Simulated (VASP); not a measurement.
Here is a VASP 6.6.1 calculation.

File INCAR:

```
SYSTEM = SiW
ALGO = Normal ; EDIFF = 1E-7
EDIFFG = -0.01 ; ENCUT = 600
GGA = PE ; IBRION = 2
ISIF = 3 ; ISMEAR = 0
LASPH = .True. ; LCHARG = .False.
LREAL = .False. ; LWAVE = .False.
NELM = 100 ; NSW = 100
PREC = Accurate ; SIGMA = 0.1
```

KPOINTS

```
k-points
0
Gamma
  14 14 14
  0 0 0
```

File POSCAR:

```
SiW
1.0
    0.0000000000      2.7905894985      2.7905894985
    2.7905894985      0.0000000000      2.7905894985
    2.7905894985      2.7905894985      0.0000000000
W Si
1 1
Direct
    0.0000000000      0.0000000000      0.0000000000
    0.2500000000      0.2500000000      0.2500000000
```

Potentials or basis: VASP PAW PBE potentials, release 64 (W_sv, Si).

Command:

```sh
$ cat potpaw_PBE.64/W_sv/POTCAR potpaw_PBE.64/Si/POTCAR > POTCAR
$ mpirun -np 1 vasp_std > vasp.out
```

What does it give for the band gap on the k mesh?

Zero (bands 9 and 10 overlap by 0.69 eV).

Final structure:
```xyz
2
Lattice="0.0000 2.7906 2.7906 2.7906 0.0000 2.7906 2.7906 2.7906 0.0000" Properties=species:S:1:pos:R:3 pbc="T T T"
W     0.0000    0.0000    0.0000
Si    1.3953    1.3953    1.3953
```

Caveat: the relaxation stopped at its first step, so nothing moved; spin-orbit coupling is left out, which moves the levels of the heavy elements.
